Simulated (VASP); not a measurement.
# Al2Au (F-43m) in VASP: notebook

Al2Au is run at these levels: PBE; tasks: single point, relaxation of cell and atoms.

Program: VASP 6.6.1. These are calculated values, not measurements. Logs are shortened: lines on timing, memory, paths and dates and some standing lists are left out, and cuts for length are marked.

## (1) The cell of the first run

Symmetry: F-43m, No. 216, cubic system. The conventional cell has a = 6.101 Å, b = 6.101 Å, c = 6.101 Å, α = 90.00°, β = 90.00°, γ = 90.00°. Within 3.5 Å of Al (site symmetry -43m) lie 4 Al at 2.64 Å and 6 Au at 3.05 Å. Within 3.5 Å of Al (site symmetry -43m) lie 4 Al at 2.64 Å and 4 Au at 2.64 Å. Au (site symmetry -43m) has 10 Al at 2.64 to 3.05 Å within 3.5 Å.

## (2) Single point, PBE

INCAR reads:

```
  PREC = Accurate
  ENCUT = 520
  EDIFF = 1E-6
  ISMEAR = 0
  SIGMA = 0.1
  LREAL = F
  LASPH = T
  NELM = 80
  ALGO = Fast
  ISIF = 2
  LWAVE = F
  LCHARG = F
  GGA = PE
  NBANDS = 16
```

KPOINTS reads:

```
regular mesh
0
Gamma
  6 6 6
```

POSCAR reads:

```
Al2Au
1.0
    0.0000000000      3.0507316398      3.0507316398
    3.0507316398      0.0000000000      3.0507316398
    3.0507316398      3.0507316398      0.0000000000
Al Au
2 1
Direct
    0.5000000000      0.5000000000      0.5000000000
    0.2500000000      0.2500000000      0.2500000000
    0.0000000000      0.0000000000      0.0000000000
```

Potentials or basis: VASP PAW PBE potentials, release 64 (Al, Au).

On the command line:

```
cat potpaw_PBE.64/Al/POTCAR potpaw_PBE.64/Au/POTCAR > POTCAR
mpirun -np 1 vasp_std > vasp.out
```

OUTCAR:

```text
PREC = Accurate
   ENCUT = 520
   EDIFF = 1E-6
   ISMEAR = 0
   LREAL = F
   LASPH = T
   NELM = 80
   ISIF = 2
   GGA = PE

 ion  position               nearest neighbor table
   1  0.500  0.500  0.500-   2 2.64   2 2.64   2 2.64   2 2.64   3 3.05   3 3.05   3 3.05   3 3.05
                             3 3.05   3 3.05
   2  0.250  0.250  0.250-   3 2.64   3 2.64   3 2.64   1 2.64   1 2.64   1 2.64   3 2.64   1 2.64

   3  0.000  0.000  0.000-   2 2.64   2 2.64   2 2.64   2 2.64   1 3.05   1 3.05   1 3.05   1 3.05
                             1 3.05   1 3.05

  LATTYP: Found a face centered cubic cell.
 ALAT       =     6.1014632796

  Lattice vectors:

 A1 = (   0.0000000000,   3.0507316398,   3.0507316398)
 A2 = (   3.0507316398,   0.0000000000,   3.0507316398)
 A3 = (   3.0507316398,   3.0507316398,   0.0000000000)

Analysis of symmetry for initial positions (statically):
=====================================================================
 Subroutine PRICEL returns:
 Original cell was already a primitive cell.

 Routine SETGRP: Setting up the symmetry group for a
 face centered cubic supercell.

 Subroutine GETGRP returns: Found 24 space group operations
 (whereof 24 operations were pure point group operations)
 out of a pool of 48 trial point group operations.

The static configuration has the point symmetry T_d .

Analysis of symmetry for dynamics (positions and initial velocities):
=====================================================================
 Subroutine PRICEL returns:
 Original cell was already a primitive cell.

 Routine SETGRP: Setting up the symmetry group for a
 face centered cubic supercell.

 Subroutine GETGRP returns: Found 24 space group operations
 (whereof 24 operations were pure point group operations)
 out of a pool of 48 trial point group operations.

The dynamic configuration has the point symmetry T_d .

 Subroutine INISYM returns: Found 24 space group operations
 (whereof 24 operations are pure point group operations),
 and found     1 'primitive' translations

----------------------------------------------------------------------------------------

                                     Primitive cell

  volume of cell :      56.7861

  direct lattice vectors                    reciprocal lattice vectors
     0.000000000  3.050731640  3.050731640    -0.163895111  0.163895111  0.163895111
     3.050731640  0.000000000  3.050731640     0.163895111 -0.163895111  0.163895111
     3.050731640  3.050731640  0.000000000     0.163895111  0.163895111 -0.163895111

  length of vectors
     4.314386060  4.314386060  4.314386060     0.283874659  0.283874659  0.283874659

  position of ions in fractional coordinates (direct lattice)
     0.500000000  0.500000000  0.500000000
     0.250000000  0.250000000  0.250000000
     0.000000000  0.000000000  0.000000000

  ion indices of the primitive-cell ions
   primitive index   ion index
                 1           1
                 2           2
                 3           3

----------------------------------------------------------------------------------------

 KPOINTS: regular mesh

Automatic generation of k-mesh.
 Grid dimensions read from file:
 generate k-points for:    6    6    6

 Generating k-lattice:

  Cartesian coordinates                     Fractional coordinates (reciprocal lattice)
    -0.027315852  0.027315852  0.027315852     0.166666667  0.000000000  0.000000000
     0.027315852 -0.027315852  0.027315852     0.000000000  0.166666667  0.000000000
     0.027315852  0.027315852 -0.027315852     0.000000000  0.000000000  0.166666667

  Length of vectors
     0.047312443  0.047312443  0.047312443

  Shift w.r.t. Gamma in fractional coordinates (k-lattice)
     0.000000000  0.000000000  0.000000000

 Subroutine IBZKPT returns following result:
 ===========================================

 Found     16 irreducible k-points:

 Following reciprocal coordinates:
            Coordinates               Weight
  0.000000  0.000000  0.000000      1.000000
  0.166667  0.000000  0.000000      8.000000
  0.333333  0.000000  0.000000      8.000000
  0.500000  0.000000  0.000000      4.000000
  0.166667  0.166667  0.000000      6.000000
  0.333333  0.166667  0.000000     24.000000
[... 8 lines left out ...]
 -0.333333  0.333333  0.166667     24.000000
 -0.333333  0.500000  0.166667     12.000000
   k-points           NKPTS =     16   k-points in BZ     NKDIM =     16   number of bands    NBANDS=     16
   number of dos      NEDOS =    301   number of ions     NIONS =      3
   total plane-waves  NPLWV =  32768
   dimension x,y,z NGX =    32 NGY =   32 NGZ =   32
   dimension x,y,z NGXF=    64 NGYF=   64 NGZF=   64
   ions per type =               2   1
   NGX,Y,Z   is equivalent  to a cutoff of  12.33, 12.33, 12.33 a.u.
   NGXF,Y,Z  is equivalent  to a cutoff of  24.66, 24.66, 24.66 a.u.
 SYSTEM =  unknown system
   PREC   = accura    normal or accurate (medium, high low for compatibility)
   ISTART =      0    job   : 0-new  1-cont  2-samecut
   ICHARG =      2    charge: 1-file 2-atom 10-const
   ISPIN  =      1    spin polarized calculation?
   LNONCOLLINEAR =      F non collinear calculations
   LSORBIT =      F    spin-orbit coupling
   LASPH  =      T    aspherical Exc in radial PAW
   ENCUT  =  520.0 eV  38.22 Ry    6.18 a.u.   8.02  8.02  8.02*2*pi/ulx,y,z
   NELM   =     80;   NELMIN=  2; NELMDL= -5     # of ELM steps
   EDIFF  = 0.1E-05   stopping-criterion for ELM
   LREAL  =      F    real-space projection
   EDIFFG = 0.1E-04   stopping-criterion for IOM
   NSW    =      0    number of steps for IOM
   IBRION =     -1    ionic relax: 0-MD 1-quasi-New 2-CG
   NFREE  =      0    steps in history (QN), initial steepest desc. (CG)
   ISIF   =      2    stress and relaxation
   ISYM   =      2    0-nonsym 1-usesym 2-fastsym
   POTIM  = 0.5000    time-step for ionic-motion
   TEBEG  =    0.0;   TEEND  =   0.0 temperature during run
   PSTRESS=    0.0 pullay stress
   NELECT =      17.0000    total number of electrons
   NUPDOWN=      -1.0000    fix difference up-down
   EMIN   =  10.00;   EMAX   =-10.00  energy-range for DOS
   EFERMI =   0.00;   METHOD = LEGACY
   ISMEAR =     0;   SIGMA  =   0.10  broadening in eV -4-tet -1-fermi 0-gaus
   EFERMI_NEDOS =   21; number of points for ismear=-14 and -15
   IALGO  =     68    algorithm
   IMIX   =      4    mixing-type and parameters
     AMIX     =   0.40;   BMIX     =  1.00
     AMIX_MAG =   1.60;   BMIX_MAG =  1.00
  volume/ion in A,a.u.               =      18.93       127.74
  Fermi-wavevector in a.u.,A,eV,Ry     =   1.095159  2.069550 16.318460  1.199373
  Thomas-Fermi vector in A             =   2.231477
   LORBIT       =      0    0 simple, 1 ext, 2 COOP (PROOUT), +10 PAW based schemes
   GGA     = PE    functional components
   LHFCALC =     F    Hartree Fock is set to
   AEXX    =    0.0000 exact exchange contribution
   IVDW    =     0    specifies the selected vdW correction
   LEPSILON=     F    determine dielectric tensor
   LRPA    =     F    only Hartree local field effects (RPA)
 non-spin polarized calculation
 RMM-DIIS sequential band-by-band and
 Gauss-broadening in eV      SIGMA  =   0.10
  energy-cutoff  :      520.00
  volume of cell :       56.79
 maximum number of plane-waves:      1544
   NGX = 17   NGY = 17   NGZ = 17

 number of electron      17.0000001 magnetization

 Free energy of the ion-electron system (eV)
  ---------------------------------------------------
  ext. energy  EPLUGINS =         0.00000000
  ---------------------------------------------------
  free energy    TOTEN  =       -11.04387205 eV

  energy without entropy =      -11.03802308  energy(sigma->0) =      -11.04094756

 E-fermi :   7.0536     XC(G=0): -10.3283

 val. band max:        7.0471660638   @ k =   0.1667   0.1667   0.0000
 cond. band min:       7.1613033296   @ k =   0.3333   0.1667   0.0000
 fundamental gap:      0.1141372658
 Fermi energy:         7.0535518230

 k-point     1 :       0.0000    0.0000    0.0000
  band No.  band energies     occupation
      1      -3.0497      2.00000
      2       1.6502      2.00000
      3       1.6502      2.00000
      4       1.6502      2.00000
      5       2.0886      2.00000
      6       2.0886      2.00000
[... 8 lines left out ...]
     15      14.8501      0.00000
     16      14.8501      0.00000

 k-point     2 :       0.1667    0.0000    0.0000
  band No.  band energies     occupation
      1      -2.7110      2.00000
      2       1.5551      2.00000
      3       1.6916      2.00000
      4       1.6916      2.00000
      5       2.0564      2.00000
      6       2.0564      2.00000
[... 8 lines left out ...]
     15      13.7305      0.00000
     16      13.7305      0.00000

 k-point     3 :       0.3333    0.0000    0.0000
  band No.  band energies     occupation
      1      -1.7585      2.00000
      2       1.2335      2.00000
      3       1.6360      2.00000
      4       1.6360      2.00000
      5       2.1654      2.00000
      6       2.1654      2.00000
[... 8 lines left out ...]
     15      14.2734      0.00000
     16      14.5678      0.00000

 k-point     4 :       0.5000    0.0000    0.0000
  band No.  band energies     occupation
      1      -0.8205      2.00000
      2       0.6364      2.00000
      3       1.5711      2.00000
      4       1.5711      2.00000
      5       2.2758      2.00000
      6       2.2758      2.00000
[... 8 lines left out ...]
     15      15.4710      0.00000
     16      16.8947      0.00000
[... 172 lines left out ...]
 k-point    14 :       0.5000    0.3333    0.1667
  band No.  band energies     occupation
      1      -1.0031      2.00000
      2       0.9169      2.00000
      3       1.5554      2.00000
      4       1.9721      2.00000
      5       2.0877      2.00000
      6       2.3588      2.00000
[... 8 lines left out ...]
     15      15.7549      0.00000
     16      17.4182      0.00000

 k-point    15 :      -0.3333    0.3333    0.1667
  band No.  band energies     occupation
      1      -0.1863      2.00000
      2       0.5442      2.00000
      3       1.5133      2.00000
      4       1.9910      2.00000
      5       2.1743      2.00000
      6       2.4610      2.00000
[... 8 lines left out ...]
     15      16.4462      0.00000
     16      17.3954      0.00000

 k-point    16 :      -0.3333    0.5000    0.1667
  band No.  band energies     occupation
      1       0.1426      2.00000
      2       0.2486      2.00000
      3       1.8045      2.00000
      4       2.0022      2.00000
      5       2.3152      2.00000
      6       2.6752      2.00000
[... 8 lines left out ...]
     15      16.6156      0.00000
     16      17.6215      0.00000

------------------------ aborting loop because EDIFF is reached ----------------------------------------

  FORCE on cell =-STRESS in cart. coord.  units (eV):
  Direction    XX          YY          ZZ          XY          YZ          ZX
  --------------------------------------------------------------------------------------
  -------------------------------------------------------------------------------------
  Total       -0.0371602     -0.0371602     -0.0371602      0.0000000     -0.0000000      0.0000000
  in kB       -1.0484467     -1.0484467     -1.0484467      0.0000000     -0.0000000      0.0000000
  external PRESSURE =      -1.0484467 kB  Pullay stress =       0.0000000 kB

 VOLUME and BASIS-vectors are now :
 -----------------------------------------------------------------------------
  energy-cutoff  :      520.00
  volume of cell :       56.79
      direct lattice vectors                 reciprocal lattice vectors
     0.000000000  3.050731640  3.050731640    -0.163895111  0.163895111  0.163895111
     3.050731640  0.000000000  3.050731640     0.163895111 -0.163895111  0.163895111
     3.050731640  3.050731640  0.000000000     0.163895111  0.163895111 -0.163895111

 POSITION                                       TOTAL-FORCE (eV/Angst)
 -----------------------------------------------------------------------------------
      3.05073      3.05073      3.05073         0.000000      0.000000      0.000000
      1.52537      1.52537      1.52537        -0.000000     -0.000000     -0.000000
      0.00000      0.00000      0.00000         0.000000      0.000000      0.000000
 -----------------------------------------------------------------------------------
    total drift:                                0.000000      0.000000      0.000000

  FREE ENERGIE OF THE ION-ELECTRON SYSTEM (eV)
  ---------------------------------------------------
  free  energy   TOTEN  =       -11.0438720462 eV

  energy  without entropy=      -11.0380230819  energy(sigma->0) =      -11.04094756
```

Wall time 8.1 s (1 thread of Intel Xeon Platinum 8488C (Sapphire Rapids), shared host); peak memory 0.17 GiB.

What came out:

```
Free energy : -11.0439 eV
Pressure    : -0.1 GPa
```

Levels at points of the mesh, in eV from the Fermi level:
| k point | band 5 | band 6 | band 7 | band 8 | band 9 | band 10 | band 11 | band 12 |
| --- | --- | --- | --- | --- | --- | --- | --- | --- |
| (0.00, 0.00, 0.00) | -4.96 | -4.96 | 1.10 | 1.10 | 1.10 | 3.14 | 3.69 | 3.69 |
| (0.50, 0.00, 0.00) | -4.78 | -4.78 | -4.42 | 1.03 | 1.03 | 1.41 | 2.83 | 2.83 |
| (0.50, 0.50, 0.00) | -4.73 | -4.44 | -4.15 | -2.00 | -2.00 | -0.69 | 2.75 | 8.63 |

Caveat: spin-orbit coupling is left out, which moves the levels of the heavy elements.

## (3) Single point, PBE

This run uses another cell than the first one, of 20.87 Å³/atom, 1.102 times its volume.

INCAR reads:

```
SYSTEM = Al2Au
PREC = Accurate ; ENCUT = 520
EDIFF = 1E-6 ; ISMEAR = 0
SIGMA = 0.1 ; LREAL = .False.
LASPH = .True. ; NELM = 80
ALGO = Normal ; ISIF = 2
LWAVE = .False. ; LCHARG = .False.
GGA = PE ; NBANDS = 16
```

KPOINTS reads:

```
regular mesh
0
Gamma
  6 6 6
  0 0 0
```

POSCAR reads:

```
Al2Au
1.0
    0.0000000000      3.1514698500      3.1514698500
    3.1514698500      0.0000000000      3.1514698500
    3.1514698500      3.1514698500      0.0000000000
Al Au
2 1
Direct
    0.5000000000      0.5000000000      0.5000000000
    0.2500000000      0.2500000000      0.2500000000
    0.0000000000      0.0000000000      0.0000000000
```

Potentials or basis: VASP PAW PBE potentials, release 64 (Al, Au).

On the command line:

```
cat potpaw_PBE.64/Al/POTCAR potpaw_PBE.64/Au/POTCAR > POTCAR
mpirun -np 1 vasp_std > vasp.out
```

It took 11 s on 1 thread of Intel Xeon Platinum 8488C (Sapphire Rapids), shared host; peak memory 0.2 GiB.

It converged, with:

| Item | Value |
| --- | --- |
| Free energy | -10.9230 eV |
| Pressure | -5.9 GPa |

Levels at points of the mesh, in eV from the Fermi level:
| k point | band 4 | band 5 | band 6 | band 7 | band 8 | band 9 | band 10 | band 11 | band 12 | band 13 |
| --- | --- | --- | --- | --- | --- | --- | --- | --- | --- | --- |
| (0.00, 0.00, 0.00) | -4.88 | -4.49 | -4.49 | 1.19 | 1.19 | 1.19 | 2.47 | 3.47 | 3.47 | 3.47 |
| (0.50, 0.00, 0.00) | -4.94 | -4.34 | -4.34 | -4.04 | 1.06 | 1.06 | 1.14 | 2.80 | 2.80 | 4.91 |
| (0.50, 0.50, 0.00) | -4.35 | -4.29 | -3.98 | -3.78 | -1.69 | -1.69 | -0.85 | 2.61 | 8.23 | 8.23 |

Caveat: spin-orbit coupling is left out, which moves the levels of the heavy elements.

(Part 1 of 3 ends here.)
